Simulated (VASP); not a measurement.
Write the native input for VASP 6.6.1 that does the following.

```yaml
Task: single point
Functional: PBE
Potentials_or_basis: VASP PAW PBE potentials, release 64 (In_d, O)
Cutoff: 520 eV
k_mesh: 6 × 6 × 6
Occupations: fermi-dirac, width 0.02 eV
Spin: no spin polarisation
Dipole_correction: no
Further_INCAR_settings: ALGO = Normal; EDIFF = 1e-06; NBANDS = 55
```

The structure of In2O3 lies in POSCAR:

```
In2O3
1.0
    2.7814436969      1.6058672672      4.8040248853
   -2.7814436969      1.6058672672      4.8040248853
    0.0000000000     -3.2117345343      4.8040248853
In O
4 6
Direct
    0.6421452413      0.6421452413      0.6421452413
    0.8578547587      0.8578547587      0.8578547587
    0.3578547587      0.3578547587      0.3578547587
    0.1421452413      0.1421452413      0.1421452413
    0.0464681909      0.7500000000      0.4535318091
    0.7500000000      0.4535318091      0.0464681909
    0.4535318091      0.0464681909      0.7500000000
    0.9535318091      0.2500000000      0.5464681909
    0.5464681909      0.9535318091      0.2500000000
    0.2500000000      0.5464681909      0.9535318091
```

This cell differs from its parent crystal: epitaxial xy strain +1.0%.

The input as run:

INCAR

```
PREC = Accurate ; ENCUT = 520
EDIFF = 1E-6 ; ISMEAR = -1
SIGMA = 0.02 ; LREAL = False
LASPH = True ; NELM = 80
ALGO = Normal ; ISIF = 2
LWAVE = False ; LCHARG = True
GGA = PE ; LELF = True
LVHAR = True ; NBANDS = 55
```

KPOINTS

```
regular mesh
0
Gamma
  6 6 6
```

Potentials or basis: VASP PAW PBE potentials, release 64 (In_d, O).

Command:

```sh
$ cat potpaw_PBE.64/In_d/POTCAR potpaw_PBE.64/O/POTCAR > POTCAR
$ mpirun -np 1 vasp_std > vasp.out
```

It gave:

| Item | Value |
| --- | --- |
| Pressure | 4.6 GPa |
| Largest force | 0.101 eV/Å |
| Band gap on the k mesh | 1.11 eV (least direct gap 1.21 eV) |

Caveat: the cell differs from its parent crystal (epitaxial xy strain +1.0%); the cell stands under pressure; spin-orbit coupling is left out, which moves the levels of the heavy elements.

Run time: 3 min on 1 thread of Intel(R) Xeon(R) Platinum 8559C (Emerald Rapids) (shared host), peak memory 0.39 GiB.
